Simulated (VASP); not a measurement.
## GaP: electric field gradients with r2SCAN

Crystal: GaP.

```
CELL_PARAMETERS angstrom
0.00000 2.72525 2.72525
2.72525 0.00000 2.72525
2.72525 2.72525 0.00000
ATOMIC_POSITIONS crystal
Ga 0.00000 0.00000 0.00000
P 0.25000 0.25000 0.25000
```

```yaml
Program: VASP 6.6.1
Task: electric field gradients
Functional: r2SCAN
Potentials_or_basis: VASP PAW PBE potentials, release 64 (Ga_d, P)
Cutoff: 520 eV
k_mesh: 14 × 14 × 14
Occupations: fermi-dirac, width 0.02 eV
Spin: no spin polarisation
Dipole_correction: no
Further_INCAR_settings: ALGO = Normal; EDIFF = 1e-08; NBANDS = 16
```

```json
{
  "Pressure": "0.0 GPa",
  "Band gap on the k mesh": "1.85 eV, indirect (least direct gap 2.34 eV)"
}
```

Levels at points of the mesh, in eV from the valence-band top:
| k point | band 7 | band 8 | band 9 | band 10 | band 11 | band 12 |
| --- | --- | --- | --- | --- | --- | --- |
| (0.00, 0.00, 0.00) | 0.00 | 0.00 | 0.00 | 2.34 | 4.19 | 4.19 |
| (0.50, 0.00, 0.00) | -6.84 | -1.17 | -1.17 | 2.04 | 5.06 | 5.06 |
| (0.50, 0.50, 0.00) | -6.96 | -2.80 | -2.80 | 1.91 | 2.10 | 11.35 |

Wall time 2.5 min on 1 thread of Intel(R) Xeon(R) 6975P-C (Granite Rapids), on a shared host, peak memory 0.21 GiB.

Caveat: without QUAD_EFG the Cq values of the log hold for a quadrupole moment of 1 mb, not for the nuclei; the PAW data sets were made with another functional, which shifts forces and pressure a little. A k mesh can miss the band edges.
